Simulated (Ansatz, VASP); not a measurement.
# AlN in VASP and in Ansatz

POSCAR

```
AlN
1.0
    0.0000000000      2.0612910439      2.0612910439
    2.0612910439      0.0000000000      2.0612910439
    2.0612910439      2.0612910439      0.0000000000
Al N
1 1
Direct
    0.5000000000      0.5000000000      0.5000000000
    0.0000000000      0.0000000000      0.0000000000
```

File INCAR.step1:

```
SYSTEM = AlN
ALGO     = Normal         ! electronic algorithm
EDIFF    = 1E-5           ! SCF threshold, eV
ENCUT    = 520            ! plane-wave cutoff, eV
GGA      = PE             ! functional
ISIF     = 2              ! what is computed and relaxed
ISMEAR   = -1             ! smearing method
LASPH    = .True.         ! aspherical terms in the spheres
LREAL    = .False.        ! projectors in reciprocal space
LWAVE    = .True.         ! write WAVECAR
NBANDS   = 11             ! bands
NELM     = 100            ! most SCF steps
PREC     = Accurate       ! precision mode
SIGMA    = 0.05           ! smearing width, eV
```

File INCAR.step2:

```
SYSTEM = AlN
ALGO     = Normal         ! electronic algorithm
EDIFF    = 1E-6           ! SCF threshold, eV
ENCUT    = 520            ! plane-wave cutoff, eV
GGA      = PE             ! functional
HFSCREEN = 0.2079         ! screening, 1/A
ISIF     = 2              ! what is computed and relaxed
ISMEAR   = -1             ! smearing method
ISTART   = 1            
LASPH    = .True.         ! aspherical terms in the spheres
LCHARG   = .True.         ! write CHGCAR
LELF     = .True.         ! ELF
LHFCALC  = .True.         ! exact exchange
LREAL    = .False.        ! projectors in reciprocal space
LVHAR    = .True.       
LWAVE    = .False.        ! write WAVECAR
NBANDS   = 11             ! bands
NELM     = 100            ! most SCF steps
PREC     = Accurate       ! precision mode
PRECFOCK = Normal       
SIGMA    = 0.05           ! smearing width, eV
```

File KPOINTS:

```
k-points
0
Gamma
  6 6 6
  0 0 0
```

input

```
crystal:
  lattice:
    - [0.0, 2.0612910439, 2.0612910439]
    - [2.0612910439, 0.0, 2.0612910439]
    - [2.0612910439, 2.0612910439, 0.0]
  atoms:
    - { symbol: Al, position: [0.5, 0.5, 0.5] }
    - { symbol: "N", position: [0.0, 0.0, 0.0] }
hamiltonian:
  xc: hse06
  pseudopotentials: { kind: paw }
kpoints:
  mp_grid: { grid: [6, 6, 6] }
scf:
  occupations: { method: fermi_dirac, width: 0.05 }
output:
  forces: true
  stress: true
  eigenvalues: true
```

Alike in both runs: task single point; functional HSE06; k mesh 6 × 6 × 6; occupations fermi-dirac, width 0.05 eV; no spin polarisation.

```csv
,VASP,Ansatz
version,VASP 6.6.1,Ansatz 0.2.0
potentials or method,"VASP PAW PBE potentials, release 64 (Al, N)",Ansatz PAW
plane-wave cutoff (eV),520,420
valence electrons in the cell,8,8
```

VASP gave:

| Property | Result |
| --- | --- |
| gap on the k mesh at the Fermi level (eV) | 5.37 |
| least direct gap on the mesh (eV) | 6.30 |
| pressure (GPa) | -16.6 |

Task: Estimate Ansatz's values.

Result: gap on the k mesh at the Fermi level (eV): 5.43; least direct gap on the mesh (eV): 6.31; pressure (GPa): -16.7.

The k mesh is coarse, so the values compare programs but aren't converged.
